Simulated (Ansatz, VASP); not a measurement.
## Two plane-wave programs on WS

File INCAR:

```
SYSTEM = WS
PREC = Accurate
ENCUT = 600
EDIFF = 1E-6
ISMEAR = 0
SIGMA = 0.1
LREAL = .False.
LASPH = .True.
NELM = 60
ALGO = Normal
ISIF = 3
LWAVE = .False.
LCHARG = .False.
GGA = PE
IBRION = 2
NSW = 100
EDIFFG = -0.01
```

Contents of KPOINTS:

```
Automatic mesh
0
Gamma
  12 12 8
  0 0 0
```

File POSCAR:

```
WS
1.0
    3.2562357350      0.0000000000      0.0000000000
   -1.6281178675      2.8199828673      0.0000000000
    0.0000000000      0.0000000000      6.3768067218
W S
2 2
Direct
    0.0000000000      0.0000000000      0.0000000000
    0.0000000000      0.0000000000      0.5000000000
    0.3333333333      0.6666666667      0.2500000000
    0.6666666667      0.3333333333      0.7500000000
```

Input for Ansatz:

```yaml
crystal:
  lattice:
    - [3.2562357318, 0.0, 0.0]
    - [-1.6281178659, 2.8199828645, 0.0]
    - [0.0, 0.0, 6.3768067293]
  atoms:
    - { symbol: W, position: [0.0, 0.0, 0.0] }
    - { symbol: W, position: [0.0, 0.0, 0.5] }
    - { symbol: S, position: [0.3333333333, 0.6666666667, 0.25] }
    - { symbol: S, position: [0.6666666667, 0.3333333333, 0.75] }
basis:
  ecutwfc: 420
kpoints:
  mp_grid: { grid: [12, 12, 8] }
hamiltonian:
  xc: pbe
scf:
  occupations: { method: gaussian, width: 0.1 }
output:
  forces: true
  stress: true
  eigenvalues: true
  write_density: true
  write_potential: true
  elf: true
  volumetric_format: npy
relax:
  adjacent_minimum: "off"
  f_tol: 0.01
  max_steps: 80
  cell: { stress_tol: 0.05 }
```

Alike in both runs: task relaxation of cell and atoms; functional PBE; k mesh 12 × 12 × 8; occupations gaussian, width 0.1 eV; no spin polarisation.

|  | VASP | Ansatz |
| --- | --- | --- |
| version | VASP 6.6.1 | Ansatz 0.2.0 |
| potentials or method | VASP PAW PBE potentials, release 64 (W_sv, S), cutoff 600 eV | scalar-relativistic, plane waves, PAW |
| valence electrons in the cell | 40 | 40 |

VASP gave:

- gap on the k mesh at the Fermi level, each at its own relaxed structure (eV): none
- relaxed volume (Å³/atom): 14.55
- relaxed cell length with the largest relative difference (Å): 6.771

What did Ansatz give for the same quantities?

gap on the k mesh at the Fermi level, each at its own relaxed structure (eV): none; relaxed volume (Å³/atom): 14.53; relaxed cell length with the largest relative difference (Å): 6.759.

A gap of «none» marks a metal or a gap that the smearing closes.

Neither program's run includes spin-orbit coupling.
